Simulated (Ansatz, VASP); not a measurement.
**One calculation of Mn3Cu, two programs**

```
Mn Cu
1.0
     3.48239    0.00000    0.00000
     0.00000    3.48239    0.00000
     0.00000    0.00000    3.48239
Mn Cu
3 1
Direct
  0.00000 0.50000 0.50000
  0.50000 0.00000 0.50000
  0.50000 0.50000 0.00000
  0.00000 0.00000 0.00000
```

Alike in both runs: functional PBEsol; k mesh 12 × 12 × 12; occupations gaussian, width 0.1 eV; collinear spin.

Ansatz relaxed the structure, and its values are those at the end. VASP's run is a single point on that final structure, the one shown.

|  | VASP | Ansatz |
| --- | --- | --- |
| version | VASP 6.6.1 | Ansatz 0.2.0 |
| potentials or method | VASP PAW PBE potentials, release 64 (Mn_pv, Cu), cutoff 520 eV | scalar-relativistic, plane waves, PAW |
| valence electrons in the cell | 50 | 64 |

```csv
,VASP,Ansatz,Ansatz less VASP
gap on the k mesh at the Fermi level (eV),none,none,-
pressure (GPa),0.4,0.0,-0.35
net moment per atom (μB),0.33,0.30,-0.023
size of the moment on the site where the two differ most (μB),0.44,0.40,-0.034
```

VASP's potentials were made for PBE, not for PBEsol. Site moments also hang on the region over which each program counts them. A gap of «none» marks a metal or a gap that the smearing closes. VASP's potentials hold 50 valence electrons a cell and Ansatz's 64, so a difference there can come from the potentials and not from the codes.
